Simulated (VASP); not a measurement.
A run of VASP 6.6.1 is set up as follows.

File INCAR:

```
ALGO = Normal
EDIFF = 1E-7
ENCUT = 520
GGA = PE
ISIF = 2
ISMEAR = 0
LASPH = T
LCHARG = F
LREAL = F
LWAVE = F
NBANDS = 21
NELM = 60
PREC = Accurate
SIGMA = 0.1
```

Contents of KPOINTS:

```
k-points
0
Gamma
  6 6 4
```

Contents of POSCAR:

```
B3Sb2P
1.0
    5.4738132900      0.0000000000      0.0000000000
   -2.7369066400      4.7404613600      0.0000000000
    0.0000000000      0.0000000000      4.0428578300
B Sb P
3 2 1
Direct
    0.0000000000      0.5000000000      0.9950230700
    0.5000000000      0.0000000000      0.9950230700
    0.5000000000      0.5000000000      0.9950230700
    0.6666666700      0.3333333300      0.4961477200
    0.3333333300      0.6666666700      0.4961477200
    0.0000000000      0.0000000000      0.1926302600
```

Potentials or basis: VASP PAW PBE potentials, release 64 (B, Sb, P).

Command:

```bash
$ cat potpaw_PBE.64/B/POTCAR potpaw_PBE.64/Sb/POTCAR potpaw_PBE.64/P/POTCAR > POTCAR
$ mpirun -np 1 vasp_std > vasp.out
```

(1) Predict the band gap on the k mesh.

(2) Estimate the pressure.

## Answers

(1) zero (band 12 reaches 7.15 eV, above the bottom of band 13 at 6.04 eV).

(2) -5.1 GPa.

Caveat: the k points lie up to 0.39 Å⁻¹ apart; spin-orbit coupling is left out, which moves the levels of the heavy elements.
